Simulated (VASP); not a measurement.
# YOs (R-3m) in VASP: single point with PBE

Aim: the single point of YOs with PBE.

Program: VASP 6.6.1. These are calculated values, not measurements. Logs are shortened: lines on timing, memory, paths and dates and some standing lists are left out, and cuts for length are marked.

**1. The cell of the first run**

Symmetry: R-3m, No. 166, trigonal system. The conventional cell has a = 3.268 Å, b = 3.268 Å, c = 15.427 Å, α = 90.00°, β = 90.00°, γ = 120.00°. Y (site symmetry -3m) has 6 Os at 3.19 Å and 6 Y at 3.27 Å within 4.2 Å. Os (site symmetry -3m) has 6 Y at 3.19 Å and 6 Os at 3.27 Å within 4.2 Å.

The cell was built from a structure type or drawn by symmetry, and may not be a known phase.

**2. Single point, PBE**

The input, INCAR:

```
  ALGO = Normal
  EDIFF = 1E-7
  ENCUT = 520
  GGA = PE
  ISIF = 2
  ISMEAR = 0
  LASPH = True
  LCHARG = False
  LREAL = False
  LWAVE = False
  NBANDS = 16
  NELM = 80
  PREC = Accurate
  SIGMA = 0.1
```

The input, KPOINTS:

```
k-points
0
Gamma
  6 6 6
```

The input, POSCAR:

```
YOs
1.0
    1.6338298400      0.9432921000      5.1423530700
   -1.6338298400      0.9432921000      5.1423530700
    0.0000000000     -1.8865841900      5.1423530700
Y Os
1 1
Direct
    0.0000000000      0.0000000000      0.0000000000
    0.5000000000      0.5000000000      0.5000000000
```

Potentials or basis: VASP PAW PBE potentials, release 64 (Y_sv, Os).

Launch:

```bash
$ cat potpaw_PBE.64/Y_sv/POTCAR potpaw_PBE.64/Os/POTCAR > POTCAR
$ mpirun -np 1 vasp_std > vasp.out
```

OUTCAR:

```text
EDIFF = 1E-7
   ENCUT = 520
   GGA = PE
   ISIF = 2
   ISMEAR = 0
   LASPH = True
   LREAL = False
   NELM = 80
   PREC = Accurate

 ion  position               nearest neighbor table
   1  0.000  0.000  0.000-   2 3.19   2 3.19   2 3.19   2 3.19   2 3.19   2 3.19
   2  0.500  0.500  0.500-   1 3.19   1 3.19   1 3.19   1 3.19   1 3.19   1 3.19

  LATTYP: Found a trigonal (rhomboedric) cell.
 ALAT       =     5.4774989757
 COS(alpha) =     0.8220577686

  Lattice vectors:

 A1 = (   1.6338298400,   0.9432921000,   5.1423530700)
 A2 = (  -1.6338298400,   0.9432921000,   5.1423530700)
 A3 = (   0.0000000000,  -1.8865841900,   5.1423530700)

Analysis of symmetry for initial positions (statically):
=====================================================================
 Subroutine PRICEL returns:
 Original cell was already a primitive cell.

 Routine SETGRP: Setting up the symmetry group for a
 trigonal (rhombohedral) supercell.

 Subroutine GETGRP returns: Found 12 space group operations
 (whereof 12 operations were pure point group operations)
 out of a pool of 12 trial point group operations.

The static configuration has the point symmetry D_3d.

Analysis of symmetry for dynamics (positions and initial velocities):
=====================================================================
 Subroutine PRICEL returns:
 Original cell was already a primitive cell.

 Routine SETGRP: Setting up the symmetry group for a
 trigonal (rhombohedral) supercell.

 Subroutine GETGRP returns: Found 12 space group operations
 (whereof 12 operations were pure point group operations)
 out of a pool of 12 trial point group operations.

The dynamic configuration has the point symmetry D_3d.

 Subroutine INISYM returns: Found 12 space group operations
 (whereof 12 operations are pure point group operations),
 and found     1 'primitive' translations

----------------------------------------------------------------------------------------

                                     Primitive cell

  volume of cell :      47.5517

  direct lattice vectors                    reciprocal lattice vectors
     1.633829840  0.943292100  5.142353070     0.306029421  0.176686169  0.064821168
    -1.633829840  0.943292100  5.142353070    -0.306029421  0.176686169  0.064821168
     0.000000000 -1.886584190  5.142353070     0.000000000 -0.353372338  0.064821168

  length of vectors
     5.477498976  5.477498976  5.477498973     0.359268413  0.359268413  0.359268413

  position of ions in fractional coordinates (direct lattice)
     0.000000000  0.000000000  0.000000000
     0.500000000  0.500000000  0.500000000

  ion indices of the primitive-cell ions
   primitive index   ion index
                 1           1
                 2           2

----------------------------------------------------------------------------------------

 KPOINTS: k-points

Automatic generation of k-mesh.
 Grid dimensions read from file:
 generate k-points for:    6    6    6

 Generating k-lattice:

  Cartesian coordinates                     Fractional coordinates (reciprocal lattice)
     0.051004904  0.029447695  0.010803528     0.166666667  0.000000000 -0.000000000
    -0.051004904  0.029447695  0.010803528     0.000000000  0.166666667 -0.000000000
     0.000000000 -0.058895390  0.010803528     0.000000000  0.000000000  0.166666667

  Length of vectors
     0.059878069  0.059878069  0.059878069

  Shift w.r.t. Gamma in fractional coordinates (k-lattice)
     0.000000000  0.000000000  0.000000000

 Subroutine IBZKPT returns following result:
 ===========================================

 Found     32 irreducible k-points:

 Following reciprocal coordinates:
            Coordinates               Weight
  0.000000  0.000000  0.000000      1.000000
  0.166667  0.000000  0.000000      6.000000
  0.333333  0.000000  0.000000      6.000000
  0.500000  0.000000 -0.000000      3.000000
  0.166667  0.166667  0.000000      6.000000
  0.333333  0.166667  0.000000     12.000000
[... 16 lines left out ...]
  0.500000  0.500000  0.166667      6.000000
 -0.333333  0.500000  0.166667     12.000000
 [... further k-points ...]
   k-points           NKPTS =     32   k-points in BZ     NKDIM =     32   number of bands    NBANDS=     16
   number of dos      NEDOS =    301   number of ions     NIONS =      2
   total plane-waves  NPLWV =  74088
   dimension x,y,z NGX =    42 NGY =   42 NGZ =   42
   dimension x,y,z NGXF=    84 NGYF=   84 NGZF=   84
   ions per type =               1   1
   NGX,Y,Z   is equivalent  to a cutoff of  12.75, 12.75, 12.75 a.u.
   NGXF,Y,Z  is equivalent  to a cutoff of  25.49, 25.49, 25.49 a.u.
 SYSTEM =  unknown system
   PREC   = accura    normal or accurate (medium, high low for compatibility)
   ISTART =      0    job   : 0-new  1-cont  2-samecut
   ICHARG =      2    charge: 1-file 2-atom 10-const
   ISPIN  =      1    spin polarized calculation?
   LNONCOLLINEAR =      F non collinear calculations
   LSORBIT =      F    spin-orbit coupling
   LASPH  =      T    aspherical Exc in radial PAW
   ENCUT  =  520.0 eV  38.22 Ry    6.18 a.u.  10.18 10.18 10.18*2*pi/ulx,y,z
   NELM   =     80;   NELMIN=  2; NELMDL= -5     # of ELM steps
   EDIFF  = 0.1E-06   stopping-criterion for ELM
   LREAL  =      F    real-space projection
   EDIFFG = 0.1E-05   stopping-criterion for IOM
   NSW    =      0    number of steps for IOM
   IBRION =     -1    ionic relax: 0-MD 1-quasi-New 2-CG
   NFREE  =      0    steps in history (QN), initial steepest desc. (CG)
   ISIF   =      2    stress and relaxation
   ISYM   =      2    0-nonsym 1-usesym 2-fastsym
   POTIM  = 0.5000    time-step for ionic-motion
   TEBEG  =    0.0;   TEEND  =   0.0 temperature during run
   PSTRESS=    0.0 pullay stress
   NELECT =      19.0000    total number of electrons
   NUPDOWN=      -1.0000    fix difference up-down
   EMIN   =  10.00;   EMAX   =-10.00  energy-range for DOS
   EFERMI =   0.00;   METHOD = LEGACY
   ISMEAR =     0;   SIGMA  =   0.10  broadening in eV -4-tet -1-fermi 0-gaus
   EFERMI_NEDOS =   21; number of points for ismear=-14 and -15
   IALGO  =     38    algorithm
   IMIX   =      4    mixing-type and parameters
     AMIX     =   0.40;   BMIX     =  1.00
     AMIX_MAG =   1.60;   BMIX_MAG =  1.00
  volume/ion in A,a.u.               =      23.78       160.45
  Fermi-wavevector in a.u.,A,eV,Ry     =   1.205787  2.278607 19.781818  1.453923
  Thomas-Fermi vector in A             =   2.341473
   LORBIT       =      0    0 simple, 1 ext, 2 COOP (PROOUT), +10 PAW based schemes
   GGA     = PE    functional components
   LHFCALC =     F    Hartree Fock is set to
   AEXX    =    0.0000 exact exchange contribution
   IVDW    =     0    specifies the selected vdW correction
   LEPSILON=     F    determine dielectric tensor
   LRPA    =     F    only Hartree local field effects (RPA)
 non-spin polarized calculation
 Gauss-broadening in eV      SIGMA  =   0.10
  energy-cutoff  :      520.00
  volume of cell :       47.55
 maximum number of plane-waves:      1292
 NGX is ok and might be reduce to    42
   NGX = 21   NGY = 21   NGZ = 21

 number of electron      19.0000000 magnetization

 Free energy of the ion-electron system (eV)
  ---------------------------------------------------
  ext. energy  EPLUGINS =         0.00000000
  ---------------------------------------------------
  free energy    TOTEN  =       -16.17199271 eV

  energy without entropy =      -16.15926258  energy(sigma->0) =      -16.16562765

 E-fermi :   3.9995     XC(G=0): -10.9181

 val. band max:        3.9854967027   @ k =   0.5000   0.5000   0.3333
 cond. band min:       4.0106717500   @ k =   0.1667   0.1667   0.1667
 fundamental gap:      0.0251750472
 Fermi energy:         3.9995308654

 k-point     1 :       0.0000    0.0000    0.0000
  band No.  band energies     occupation
      1     -38.2386      2.00000
      2     -18.1396      2.00000
      3     -17.8005      2.00000
      4     -17.8005      2.00000
      5      -2.1189      2.00000
      6       0.8961      2.00000
[... 8 lines left out ...]
     15       9.7920      0.00000
     16       9.7920      0.00000

 k-point     2 :       0.1667    0.0000    0.0000
  band No.  band energies     occupation
      1     -38.2052      2.00000
      2     -18.1017      2.00000
      3     -18.0686      2.00000
      4     -17.8596      2.00000
      5      -1.3908      2.00000
      6       1.4738      2.00000
[... 8 lines left out ...]
     15       9.2743      0.00000
     16      10.3691      0.00000

 k-point     3 :       0.3333    0.0000    0.0000
  band No.  band energies     occupation
      1     -38.1375      2.00000
      2     -18.5716      2.00000
      3     -18.0242      2.00000
      4     -17.9752      2.00000
      5       0.3044      2.00000
      6       1.9263      2.00000
[... 8 lines left out ...]
     15       9.4065      0.00000
     16       9.9097      0.00000

 k-point     4 :       0.5000    0.0000   -0.0000
  band No.  band energies     occupation
      1     -38.1032      2.00000
      2     -18.8090      2.00000
      3     -18.0318      2.00000
      4     -17.9848      2.00000
      5       1.0117      2.00000
      6       2.1541      2.00000
[... 8 lines left out ...]
     15      10.4755      0.00000
     16      10.9367      0.00000
[... 324 lines left out ...]
 k-point    22 :      -0.1667    0.3333    0.1667
  band No.  band energies     occupation
      1     -38.1035      2.00000
      2     -18.6820      2.00000
      3     -18.1711      2.00000
      4     -17.9790      2.00000
      5       1.0331      2.00000
      6       1.6770      2.00000
[... 8 lines left out ...]
     15      10.6909      0.00000
     16      10.9062      0.00000

 k-point    23 :       0.5000    0.5000    0.1667
  band No.  band energies     occupation
      1     -38.1375      2.00000
      2     -18.5653      2.00000
      3     -18.0239      2.00000
      4     -17.9741      2.00000
      5       0.3575      2.00000
      6       1.3076      2.00000
[... 8 lines left out ...]
     15       9.1364      0.00000
     16       9.3067      0.00000

 k-point    24 :      -0.3333    0.5000    0.1667
  band No.  band energies     occupation
      1     -38.1035      2.00000
      2     -18.6780      2.00000
      3     -18.1716      2.00000
      4     -17.9786      2.00000
      5       0.9828      2.00000
      6       1.4934      2.00000
[... 8 lines left out ...]
     15       9.4718      0.00000
     16      10.6474      0.00000

 [... further k-points ...]
[... 5 lines left out ...]
  --------------------------------------------------------------------------------------
  -------------------------------------------------------------------------------------
  Total       -3.1018240     -3.1018240     -8.5033710      0.0000000     -0.0000000     -0.0000000
  in kB     -104.5108958   -104.5108955   -286.5072069      0.0000000     -0.0000002     -0.0000000
  external PRESSURE =    -165.1763328 kB  Pullay stress =       0.0000000 kB

 VOLUME and BASIS-vectors are now :
 -----------------------------------------------------------------------------
  energy-cutoff  :      520.00
  volume of cell :       47.55
      direct lattice vectors                 reciprocal lattice vectors
     1.633829840  0.943292100  5.142353070     0.306029421  0.176686169  0.064821168
    -1.633829840  0.943292100  5.142353070    -0.306029421  0.176686169  0.064821168
     0.000000000 -1.886584190  5.142353070     0.000000000 -0.353372338  0.064821168

 POSITION                                       TOTAL-FORCE (eV/Angst)
 -----------------------------------------------------------------------------------
      0.00000      0.00000      0.00000         0.000000     -0.000000      0.000000
      0.00000      0.00000      7.71353         0.000000      0.000000      0.000000
 -----------------------------------------------------------------------------------
    total drift:                                0.000000      0.000000      0.000000

  FREE ENERGIE OF THE ION-ELECTRON SYSTEM (eV)
  ---------------------------------------------------
  free  energy   TOTEN  =       -16.1719927135 eV

  energy  without entropy=      -16.1592625771  energy(sigma->0) =      -16.16562765
```

Run time: 2.2 min. Hardware: 1 thread of Intel Xeon 8259CL, shared host; peak memory 0.29 GiB.

What came out:

```
Free energy            : -16.1720 eV
Pressure               : -16.5 GPa
Band gap on the k mesh : zero (an odd number of electrons rules out a gap without spin polarisation)
```

Caveat: the k points lie up to 0.38 Å⁻¹ apart, too coarse for converged energies and pressures of a metal; spin-orbit coupling is left out, which moves the levels of the heavy elements.
